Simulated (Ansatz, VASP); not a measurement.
# One calculation of Mo3W, two programs

INCAR

```
ALGO = Normal ; EDIFF = 1E-7
ENCUT = 520 ; GGA = PE
ISIF = 2 ; ISMEAR = 0
ISPIN = 2 ; LASPH = T
LCHARG = F ; LMAXMIX = 4
LORBIT = 11 ; LREAL = F
LWAVE = F ; MAGMOM = 1 1 1 0
NBANDS = 40 ; NELM = 150
PREC = Accurate ; SIGMA = 0.1
```

Contents of KPOINTS:

```
k-points
0
Gamma
  4 4 6
```

The input POSCAR:

```
Mo3W
1.0
    4.4755725033      0.0000000000      0.0000000000
    0.0000000000      4.4755725033      0.0000000000
    0.0000000000      0.0000000000      3.1754520729
Mo W
3 1
Direct
    0.5000000000      0.0000000000      0.0000000000
    0.5000000000      0.5000000000      0.5000000000
    0.0000000000      0.5000000000      0.0000000000
    0.0000000000      0.0000000000      0.5000000000
```

Input for Ansatz:

```yaml
crystal:
  lattice:
    - [4.4755725033, 0.0, 0.0]
    - [0.0, 4.4755725033, 0.0]
    - [0.0, 0.0, 3.1754520729]
  atoms:
    - { symbol: Mo, position: [0.5, 0.0, 0.0], spin: 1.0 }
    - { symbol: Mo, position: [0.5, 0.5, 0.5], spin: 1.0 }
    - { symbol: Mo, position: [0.0, 0.5, 0.0], spin: 1.0 }
    - { symbol: W, position: [0.0, 0.0, 0.5] }
basis:
  ecutwfc: 420
kpoints:
  mp_grid: { grid: [4, 4, 6] }
hamiltonian:
  xc: pbe
scf:
  occupations: { method: gaussian, width: 0.1 }
  lower_state_search: "off"
output:
  forces: true
  stress: true
  eigenvalues: true
  populations: true
magnetization:
  spin_polarized: true
```

Alike in both runs: task single point; functional PBE; k mesh 4 × 4 × 6; occupations gaussian, width 0.1 eV; collinear spin.

```csv
,VASP,Ansatz
version,VASP 6.6.1,Ansatz 0.2.0
potentials or method,"VASP PAW PBE potentials, release 64 (Mo_sv, W_sv), cutoff 520 eV","scalar-relativistic, plane waves, PAW"
valence electrons in the cell,56,56
```

```csv
,VASP,Ansatz,Ansatz less VASP
gap on the k mesh at the Fermi level (eV),none,none,-
pressure (GPa),0.5,0.0,-0.50
net moment per atom (μB),0.00,0.00,0.000
```

A gap of «none» marks a metal or a gap that the smearing closes. Ansatz's warnings: seeded moment not kept.

Spin-orbit coupling is off throughout.
